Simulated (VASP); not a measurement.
Wanted: the native input for a VASP 6.6.1 run.

```yaml
Task: single point
Functional: LDA
Potentials_or_basis: VASP PAW LDA potentials, release 64 (Ti_sv, O)
Cutoff: 600 eV
k_mesh: 6 × 6 × 6, shifted
Occupations: gaussian, width 0.02 eV
Spin: no spin polarisation
Dipole_correction: no
Further_INCAR_settings: ALGO = Normal; EDIFF = 1e-06; NBANDS = 33
```

The structure of TiO2 lies in POSCAR:

```
TiO2
1.0
    2.7060340000     -2.7066550000      0.0000000000
    2.7060340000      2.7066550000      0.0000000000
   -2.6335310000      0.0000000000      4.7966370000
Ti O
2 4
Direct
    0.1341100000      0.8658900000      0.2500000000
    0.8658900000      0.1341100000      0.7500000000
    0.3312210000      0.0887550000      0.6671490000
    0.6687790000      0.9112450000      0.3328510000
    0.9112450000      0.6687790000      0.8328510000
    0.0887550000      0.3312210000      0.1671490000
```

The input as run:

INCAR

```
SYSTEM = TiO2
  ALGO = Normal
  EDIFF = 1E-6
  ENCUT = 600
  GGA_COMPAT = .False.
  ISIF = 2
  ISMEAR = 0
  LASPH = .True.
  LCHARG = .False.
  LREAL = .False.
  LWAVE = .False.
  NBANDS = 33
  NELM = 120
  PREC = Accurate
  SIGMA = 0.02
```

KPOINTS

```
Automatic mesh
0
Gamma
  6 6 6
  0.5 0.5 0.5
```

Potentials or basis: VASP PAW LDA potentials, release 64 (Ti_sv, O).

Launch:

```console
$ cat potpaw_LDA.64/Ti_sv/POTCAR potpaw_LDA.64/O/POTCAR > POTCAR
$ mpirun -np 1 vasp_std > vasp.out
```

Results of the run:

```
Pressure               : -12.1 GPa
Largest force          : 0.314 eV/Å
Band gap on the k mesh : 2.24 eV (least direct gap 2.62 eV)
```

Caveat: the cell stands under tension; a shifted mesh leaves out Γ, where band edges can lie.

Run time: 100 s on 1 thread of Intel(R) Xeon(R) 6975P-C (Granite Rapids) (shared host), peak memory 0.27 GiB.
